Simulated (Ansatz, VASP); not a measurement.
# Ru: VASP beside Ansatz

The input INCAR:

```
  PREC = Accurate
  ENCUT = 520
  EDIFF = 1E-6
  ISMEAR = 0
  SIGMA = 0.15
  LREAL = False
  LASPH = True
  NELM = 80
  ALGO = Fast
  ISIF = 2
  LWAVE = False
  LCHARG = False
  GGA = PS
  NBANDS = 21
```

Contents of KPOINTS:

```
regular mesh
0
Gamma
  24 24 12
```

File POSCAR:

```
Ru
1.0
    2.7057993342      0.0000000000      0.0000000000
   -1.3528996671      2.3432909610      0.0000000000
    0.0000000000      0.0000000000      4.2819000000
Ru
2
Direct
    0.1190144800      0.5706478607      0.2500000000
    0.6666666667      0.3333333333      0.7500000000
```

Input for Ansatz:

```yaml
crystal:
  lattice:
    - [2.7057993342, 0.0, 0.0]
    - [-1.3528996671, 2.343290961, 0.0]
    - [0.0, 0.0, 4.2819]
  atoms:
    - { symbol: Ru, position: [0.11901448, 0.5706478607, 0.25] }
    - { symbol: Ru, position: [0.6666666667, 0.3333333333, 0.75] }
basis:
  ecutwfc: 420
kpoints:
  mp_grid: { grid: [24, 24, 12] }
hamiltonian:
  xc: pbesol
scf:
  occupations: { method: gaussian, width: 0.15 }
output:
  forces: true
  stress: true
  eigenvalues: true
```

Alike in both runs: task single point; functional PBEsol; k mesh 24 × 24 × 12; occupations gaussian, width 0.15 eV; no spin polarisation.

```csv
,VASP,Ansatz
version,VASP 6.6.1,Ansatz 0.2.0
potentials or method,"VASP PAW PBE potentials, release 64 (Ru_pv), cutoff 520 eV","scalar-relativistic, plane waves, PAW"
valence electrons in the cell,28,32
```

```tsv
	VASP	Ansatz	Ansatz less VASP
gap on the k mesh at the Fermi level (eV)	none	none	-
pressure (GPa)	6.3	6.0	-0.33
traceless stress, the component that is largest in VASP (GPa)	11.93	11.60	-0.330
rms of the force components (eV/Å)	1.496	1.484	-0.0120
```

VASP's potentials were made for PBE, not for PBEsol. Atom by atom the forces differ by 0.012 eV/Å (rms over components). A gap of «none» marks a metal or a gap that the smearing closes. VASP's potentials hold 28 valence electrons a cell and Ansatz's 32, so a difference there can come from the potentials and not from the codes.
